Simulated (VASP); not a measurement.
# Al in VASP: single point with r2SCAN+rVV10

Aim: the single point of Al with r2SCAN+rVV10.

Program: VASP 6.6.1. These are calculated values, not measurements. Logs are shortened: lines on timing, memory, paths and dates and some standing lists are left out, and cuts for length are marked.

### Step 1. The cell of the first run

The cell holds a slab with vacuum, 4 atoms: a = 2.933 Å, b = 2.933 Å, c = 30.127 Å, α = 90.00°, β = 90.00°, γ = 120.00°.

### Step 2. Single point, r2SCAN+rVV10

Contents of POSCAR:

```
Al
1.0
    2.9333614049      0.0000000000      0.0000000000
   -1.4666807025      2.5403654951      0.0000000000
    0.0000000000      0.0000000000     30.1274809653
Al
4
Direct
    0.0000000000      0.0000000000      0.5757898853
    0.6666666667      0.3333333333      0.6514237126
    0.3333333333      0.6666666667      0.7272644230
    0.0000000000      0.0000000000      0.8030067739
```

Contents of INCAR.step1:

```
SYSTEM = Al
  PREC = Accurate
  ENCUT = 440
  ISMEAR = 1
  SIGMA = 0.1
  LREAL = .False.
  LASPH = .True.
  NELM = 120
  LDIPOL = .True.
  IDIPOL = 3
  DIPOL = 0.5 0.5 0.689
  NBANDS = 14
  GGA = PE
  ALGO = Normal
  EDIFF = 1E-5
  LWAVE = .True.
  LCHARG = .False.
  GGA_COMPAT = .False.
  NELMDL = -8
```

Contents of INCAR.step2:

```
SYSTEM = Al
  PREC = Accurate
  ENCUT = 440
  EDIFF = 1E-6
  ISMEAR = 1
  SIGMA = 0.1
  LREAL = .False.
  LASPH = .True.
  NELM = 120
  ALGO = Normal
  ISIF = 2
  LWAVE = .False.
  LCHARG = .True.
  LDIPOL = .True.
  IDIPOL = 3
  DIPOL = 0.5 0.5 0.689
  METAGGA = R2SCAN
  LMIXTAU = .True.
  LUSE_VDW = .True.
  IVDW_NL = 2
  BPARAM = 11.95
  CPARAM = 0.0093
  LELF = .True.
  LVHAR = .True.
  LVACPOTAV = .True.
  NBANDS = 14
  ISTART = 1
  GGA_COMPAT = .False.
```

Contents of KPOINTS:

```
Automatic mesh
0
Gamma
  15 15 1
  0 0 0
```

Potentials or basis: VASP PAW PBE potentials, release 64 (Al).

Command:

```
cat potpaw_PBE.64/Al/POTCAR > POTCAR
cp INCAR.step1 INCAR
mpirun -np 1 vasp_std > vasp.out
cp INCAR.step2 INCAR
mpirun -np 1 vasp_std > vasp.out
```

OUTCAR:

```text
SYSTEM = Al
   PREC = Accurate
   ENCUT = 440
   EDIFF = 1E-6
   ISMEAR = 1
   LREAL = .False.
   LASPH = .True.
   NELM = 120
   ISIF = 2
   METAGGA = R2SCAN
   IVDW_NL = 2
   BPARAM = 11.95
   ISTART = 1

 ion  position               nearest neighbor table
   1  0.000  0.000  0.576-   2 2.84   2 2.84   2 2.84
   2  0.667  0.333  0.651-   1 2.84   1 2.84   1 2.84   3 2.84   3 2.84   3 2.84
   3  0.333  0.667  0.727-   4 2.84   4 2.84   4 2.84   2 2.84   2 2.84   2 2.84
   4  0.000  0.000  0.803-   3 2.84   3 2.84   3 2.84

  LATTYP: Found a hexagonal cell.
 ALAT       =     2.9333614049
 C/A-ratio  =    10.2706338588

  Lattice vectors:

 A1 = (   2.9333614049,   0.0000000000,   0.0000000000)
 A2 = (  -1.4666807025,   2.5403654951,   0.0000000000)
 A3 = (   0.0000000000,   0.0000000000,  30.1274809653)

Analysis of symmetry for initial positions (statically):
=====================================================================
 Subroutine PRICEL returns:
 Original cell was already a primitive cell.

 Routine SETGRP: Setting up the symmetry group for a
 hexagonal supercell.

 Subroutine GETGRP returns: Found  6 space group operations
 (whereof  6 operations were pure point group operations)
 out of a pool of 24 trial point group operations.

The static configuration has the point symmetry C_3v.

Analysis of symmetry for dynamics (positions and initial velocities):
=====================================================================
 Subroutine PRICEL returns:
 Original cell was already a primitive cell.

 Routine SETGRP: Setting up the symmetry group for a
 hexagonal supercell.

 Subroutine GETGRP returns: Found  6 space group operations
 (whereof  6 operations were pure point group operations)
 out of a pool of 24 trial point group operations.

The dynamic configuration has the point symmetry C_3v.

 Subroutine INISYM returns: Found  6 space group operations
 (whereof  6 operations are pure point group operations),
 and found     1 'primitive' translations

----------------------------------------------------------------------------------------

                                     Primitive cell

  volume of cell :     224.5043

  direct lattice vectors                    reciprocal lattice vectors
     2.933361405  0.000000000  0.000000000     0.340905828  0.196822072  0.000000000
    -1.466680702  2.540365495  0.000000000     0.000000000  0.393644144  0.000000000
     0.000000000  0.000000000 30.127480965     0.000000000  0.000000000  0.033192287

  length of vectors
     2.933361405  2.933361405 30.127480965     0.393644144  0.393644144  0.033192287

  position of ions in fractional coordinates (direct lattice)
     0.000000000  0.000000000  0.575789885
     0.666666667  0.333333333  0.651423713
     0.333333333  0.666666667  0.727264423
     0.000000000  0.000000000  0.803006774

  ion indices of the primitive-cell ions
   primitive index   ion index
                 1           1
                 2           2
                 3           3
                 4           4

----------------------------------------------------------------------------------------

 KPOINTS: Automatic mesh

Automatic generation of k-mesh.
 Grid dimensions read from file:
 generate k-points for:   15   15    1

 Generating k-lattice:

  Cartesian coordinates                     Fractional coordinates (reciprocal lattice)
     0.022727055  0.013121471  0.000000000     0.066666667  0.000000000  0.000000000
     0.000000000  0.026242943  0.000000000     0.000000000  0.066666667  0.000000000
     0.000000000  0.000000000  0.033192287     0.000000000  0.000000000  1.000000000

  Length of vectors
     0.026242943  0.026242943  0.033192287

  Shift w.r.t. Gamma in fractional coordinates (k-lattice)
     0.000000000  0.000000000  0.000000000

 Subroutine IBZKPT returns following result:
 ===========================================

 Found     27 irreducible k-points:

 Following reciprocal coordinates:
            Coordinates               Weight
  0.000000  0.000000  0.000000      1.000000
  0.066667 -0.000000  0.000000      6.000000
  0.133333 -0.000000  0.000000      6.000000
  0.200000  0.000000  0.000000      6.000000
  0.266667 -0.000000  0.000000      6.000000
  0.333333  0.000000  0.000000      6.000000
[... 16 lines left out ...]
  0.333333  0.200000  0.000000     12.000000
  0.400000  0.200000  0.000000      6.000000
 [... further k-points ...]
   k-points           NKPTS =     27   k-points in BZ     NKDIM =     27   number of bands    NBANDS=     14
   number of dos      NEDOS =    301   number of ions     NIONS =      4
   total plane-waves  NPLWV =  84000
   dimension x,y,z NGX =    20 NGY =   20 NGZ =  210
   dimension x,y,z NGXF=    40 NGYF=   40 NGZF=  420
   ions per type =               4
   NGX,Y,Z   is equivalent  to a cutoff of  11.33, 11.33, 11.59 a.u.
   NGXF,Y,Z  is equivalent  to a cutoff of  22.67, 22.67, 23.18 a.u.
 SYSTEM =  Al
   PREC   = accura    normal or accurate (medium, high low for compatibility)
   ISTART =      1    job   : 0-new  1-cont  2-samecut
   ICHARG =      0    charge: 1-file 2-atom 10-const
   ISPIN  =      1    spin polarized calculation?
   LNONCOLLINEAR =      F non collinear calculations
   LSORBIT =      F    spin-orbit coupling
   LASPH  =      T    aspherical Exc in radial PAW
   ENCUT  =  440.0 eV  32.34 Ry    5.69 a.u.   5.02  5.02 51.53*2*pi/ulx,y,z
   NELM   =    120;   NELMIN=  2; NELMDL=  0     # of ELM steps
   EDIFF  = 0.1E-05   stopping-criterion for ELM
   LREAL  =      F    real-space projection
   EDIFFG = 0.1E-04   stopping-criterion for IOM
   NSW    =      0    number of steps for IOM
   IBRION =     -1    ionic relax: 0-MD 1-quasi-New 2-CG
   NFREE  =      0    steps in history (QN), initial steepest desc. (CG)
   ISIF   =      2    stress and relaxation
   ISYM   =      2    0-nonsym 1-usesym 2-fastsym
   POTIM  = 0.5000    time-step for ionic-motion
   TEBEG  =    0.0;   TEEND  =   0.0 temperature during run
   PSTRESS=    0.0 pullay stress
   NELECT =      12.0000    total number of electrons
   NUPDOWN=      -1.0000    fix difference up-down
   EMIN   =  10.00;   EMAX   =-10.00  energy-range for DOS
   EFERMI =   0.00;   METHOD = LEGACY
   ISMEAR =     1;   SIGMA  =   0.10  broadening in eV -4-tet -1-fermi 0-gaus
   EFERMI_NEDOS =   21; number of points for ismear=-14 and -15
   IALGO  =     38    algorithm
   IMIX   =      4    mixing-type and parameters
     AMIX     =   0.40;   BMIX     =  1.00
     AMIX_MAG =   1.60;   BMIX_MAG =  1.00
  volume/ion in A,a.u.               =      56.13       378.76
  Fermi-wavevector in a.u.,A,eV,Ry     =   0.616681  1.165358  5.174229  0.380295
  Thomas-Fermi vector in A             =   1.674496
   LORBIT       =      0    0 simple, 1 ext, 2 COOP (PROOUT), +10 PAW based schemes
   METAGGA = R2SCAN    functional components
   LHFCALC =     F    Hartree Fock is set to
   AEXX    =    0.0000 exact exchange contribution
   IVDW_NL    =     2    kernel type
   BPARAM     =11.9500
   IVDW    =     0    specifies the selected vdW correction
   LEPSILON=     F    determine dielectric tensor
   LRPA    =     F    only Hartree local field effects (RPA)
 non-spin polarized calculation
 Methfessel and Paxton  Order N= 1 SIGMA  =   0.10
  energy-cutoff  :      440.00
  volume of cell :      224.50
 maximum number of plane-waves:      4767
 NGX is ok and might be reduce to    20
   NGX =  9   NGY =  9   NGZ =103

 dipolmoment           0.000000      0.000000      0.000045 electrons x Angstroem

 number of electron      12.0000000 magnetization

 dipolmoment           0.000000      0.000000     -0.000074 electrons x Angstroem

 Free energy of the ion-electron system (eV)
  ---------------------------------------------------
  ext. energy  EPLUGINS =         0.00000000
  ---------------------------------------------------
  free energy    TOTEN  =       -25.51826921 eV

  energy without entropy =      -25.51570512  energy(sigma->0) =      -25.51741451

 E-fermi :  -0.4418     XC(G=0):  -3.8201

 val. band max:       -0.4471030910   @ k =   0.2667   0.2000   0.0000
 cond. band min:      -0.4262109199   @ k =   0.2667   0.2667   0.0000
 fundamental gap:      0.0208921710
 Fermi energy:        -0.4417831977

 k-point     1 :       0.0000    0.0000    0.0000
  band No.  band energies     occupation
      1     -11.6830      2.00000
      2     -10.5373      2.00000
      3      -8.6966      2.00000
      4      -6.1910      2.00000
      5      -3.7663      2.00000
      6      -0.5120      1.92160
      7       2.1648      0.00000
      8       3.4537      0.00000
      9       3.7058      0.00000
     10       4.3429      0.00000
     11       4.4006      0.00000
     12       5.6408      0.00000
     13       5.7855      0.00000
     14       7.4975      0.00000

 k-point     2 :       0.0667   -0.0000    0.0000
  band No.  band energies     occupation
      1     -11.5747      2.00000
      2     -10.4296      2.00000
      3      -8.5897      2.00000
      4      -6.0845      2.00000
      5      -3.6639      2.00000
      6      -0.4115      0.51326
      7       2.2630      0.00000
      8       3.5554      0.00000
      9       3.8088      0.00000
     10       4.4426      0.00000
     11       4.5024      0.00000
     12       5.7385      0.00000
     13       5.8812      0.00000
     14       7.5601      0.00000
[... 343 lines left out ...]
      1      -6.4671      2.00000
      2      -5.3584      2.00000
      3      -3.6271      2.00000
      4      -3.3701      2.00000
      5      -2.2848      2.00000
      6      -1.0843      2.00000
      7      -0.5002      1.82531
      8      -0.2019     -0.00360
      9       0.8967     -0.00000
     10       1.3556     -0.00000
     11       2.1780      0.00000
     12       2.8265      0.00000
     13       4.3092      0.00000
     14       4.6750      0.00000

 k-point    24 :       0.4000    0.2000    0.0000
  band No.  band energies     occupation
      1      -5.0507      2.00000
      2      -4.9768      2.00000
      3      -3.9579      2.00000
      4      -3.9142      2.00000
      5      -2.3933      2.00000
      6      -1.7564      2.00000
      7      -0.5594      2.07014
      8      -0.0185     -0.00000
      9       0.7891     -0.00000
     10       1.1747     -0.00000
     11       2.4489      0.00000
     12       2.7373      0.00000
     13       2.9839      0.00000
     14       4.9633      0.00000

 [... further k-points ...]
[... 5 lines left out ...]
  --------------------------------------------------------------------------------------
  -------------------------------------------------------------------------------------
  Total       -3.8248648     -3.8248648     -1.3423744      0.0000000      0.0000000      0.0000000
  in kB      -27.2961922    -27.2961922     -9.5798706      0.0000000      0.0000000      0.0000000
  external PRESSURE =     -21.3907516 kB  Pullay stress =       0.0000000 kB

 VOLUME and BASIS-vectors are now :
 -----------------------------------------------------------------------------
  energy-cutoff  :      440.00
  volume of cell :      224.50
      direct lattice vectors                 reciprocal lattice vectors
     2.933361405  0.000000000  0.000000000     0.340905828  0.196822072  0.000000000
    -1.466680702  2.540365495  0.000000000     0.000000000  0.393644144  0.000000000
     0.000000000  0.000000000 30.127480965     0.000000000  0.000000000  0.033192287

 POSITION                                       TOTAL-FORCE (eV/Angst)
 -----------------------------------------------------------------------------------
      0.00000      0.00000     17.34710         0.000000      0.000000      0.135611
      1.46668      0.84679     19.62576        -0.000000      0.000000      0.168744
     -0.00000      1.69358     21.91065         0.000000     -0.000000     -0.159154
      0.00000      0.00000     24.19257        -0.000000      0.000000     -0.145201
 -----------------------------------------------------------------------------------
    total drift:                                0.000009     -0.000003     -0.000033

  FREE ENERGIE OF THE ION-ELECTRON SYSTEM (eV)
  ---------------------------------------------------
  free  energy   TOTEN  =       -25.5182692113 eV

  energy  without entropy=      -25.5157051178  energy(sigma->0) =      -25.51741451

 vacuum level on the upper side and lower side of the slab         3.599         3.601
```

It took 4 min on 1 thread of Intel Xeon 6975P-C (Granite Rapids), shared host; peak memory 0.61 GiB.

What came out:

- Free energy: -25.5183 eV
- Largest force: 0.169 eV/Å
- Band gap on the k mesh: zero (band 6 reaches 0.91 eV, above the bottom of band 7 at -1.12 eV)

Forces on the atoms (eV/Å):
```
Al   0.000  0.000  0.136
Al   0.000  0.000  0.169
Al   0.000  0.000 -0.159
Al   0.000  0.000 -0.145
```

Levels at points of the mesh, in eV from the Fermi level:
```tsv
k point	band 4	band 5	band 6	band 7	band 8	band 9
(0.00, 0.00, 0.00)	-5.75	-3.32	-0.07	2.61	3.90	4.15
```

Caveat: the PAW data sets were made with another functional, which shifts forces and pressure a little.
